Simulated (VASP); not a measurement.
A run of VASP 6.6.1 is set up as follows.

Contents of INCAR:

```
PREC     = Accurate       # precision mode
ENCUT    = 520            # plane-wave cutoff, eV
EDIFF    = 1E-6           # SCF threshold, eV
ISMEAR   = 0              # smearing method
SIGMA    = 0.05           # smearing width, eV
LREAL    = False          # projectors in reciprocal space
LASPH    = True           # aspherical terms in the spheres
NELM     = 60             # most SCF steps
ALGO     = Normal         # electronic algorithm
ISIF     = 2              # what is computed and relaxed
LWAVE    = False          # write WAVECAR
LCHARG   = True           # write CHGCAR
GGA      = PE             # functional
LELF     = True           # ELF
LVHAR    = True         
NBANDS   = 21             # bands
```

Contents of KPOINTS:

```
Automatic mesh
0
Gamma
  6 6 6
```

The input POSCAR:

```
PbF2
1.0
    0.0000000000      2.9797152037      2.9797152037
    2.9797152037      0.0000000000      2.9797152037
    2.9797152037      2.9797152037      0.0000000000
Pb F
1 2
Direct
    0.0000000000      0.0000000000      0.0000000000
    0.2500000000      0.2500000000      0.2500000000
    0.7500000000      0.7500000000      0.7500000000
```

Potentials or basis: VASP PAW PBE potentials, release 64 (Pb_d, F).

The run is started by

```bash
$ cat potpaw_PBE.64/Pb_d/POTCAR potpaw_PBE.64/F/POTCAR > POTCAR
$ mpirun -np 1 vasp_std > vasp.out
```

(1) Predict the pressure.

(2) What does it give for the band gap on the k mesh?

## Answers

(1) 1.2 GPa.

(2) 4.44 eV (least direct gap 4.56 eV).

Caveat: spin-orbit coupling is left out, which moves the levels of the heavy elements.
